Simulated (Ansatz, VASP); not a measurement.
# Two plane-wave programs on SrCl2

Contents of INCAR:

```
SYSTEM = SrCl2
PREC     = Accurate       ! precision mode
ENCUT    = 520            ! plane-wave cutoff, eV
EDIFF    = 1E-6           ! SCF threshold, eV
ISMEAR   = 0              ! smearing method
SIGMA    = 0.05           ! smearing width, eV
LREAL    = .FALSE.        ! projectors in reciprocal space
LASPH    = .TRUE.         ! aspherical terms in the spheres
NELM     = 100            ! most SCF steps
ALGO     = Normal         ! electronic algorithm
ISIF     = 2              ! what is computed and relaxed
LWAVE    = .FALSE.        ! write WAVECAR
LCHARG   = .TRUE.         ! write CHGCAR
GGA      = PE             ! functional
LELF     = .TRUE.         ! ELF
LVHAR    = .TRUE.       
NBANDS   = 19             ! bands
```

Contents of KPOINTS:

```
regular mesh
0
G
  6 6 6
  0 0 0
```

File POSCAR:

```
SrCl2
1.0
    0.0000000000      3.6518829417      3.4251010110
    3.6518829417      0.0000000000      3.4251010110
    3.6518829417      3.6518829417      0.0000000000
Sr Cl
1 2
Direct
    0.0000000000      0.0000000000      0.0000000000
    0.2500000000      0.2500000000      0.2500000000
    0.7500000000      0.7500000000      0.7500000000
```

Input for Ansatz:

```yaml
crystal:
  lattice:
    - [0.0, 3.6518829417, 3.425101011]
    - [3.6518829417, 0.0, 3.425101011]
    - [3.6518829417, 3.6518829417, 0.0]
  atoms:
    - { symbol: Sr, position: [0.0, 0.0, 0.0] }
    - { symbol: Cl, position: [0.25, 0.25, 0.25] }
    - { symbol: Cl, position: [0.75, 0.75, 0.75] }
basis:
  ecutwfc: 420
kpoints:
  mp_grid: { grid: [6, 6, 6] }
hamiltonian:
  xc: pbe
scf:
  occupations: { method: gaussian, width: 0.05 }
output:
  forces: true
  stress: true
  eigenvalues: true
```

Alike in both runs: task single point; functional PBE; k mesh 6 × 6 × 6; occupations gaussian, width 0.05 eV; no spin polarisation.

|  | VASP | Ansatz |
| --- | --- | --- |
| version | VASP 6.6.1 | Ansatz 0.2.0 |
| potentials or method | VASP PAW PBE potentials, release 64 (Sr_sv, Cl), cutoff 520 eV | scalar-relativistic, plane waves, PAW |
| valence electrons in the cell | 24 | 24 |

```tsv
	VASP	Ansatz	Ansatz less VASP
gap on the k mesh at the Fermi level (eV)	4.72	4.72	+0.002
least direct gap on the mesh (eV)	4.97	4.97	0.000
pressure (GPa)	-1.3	-1.4	-0.05
traceless stress, the component that is largest in VASP (GPa)	2.03	2.04	+0.010
```

With one functional, cell and mesh, what is left measures potentials, basis and numerics.
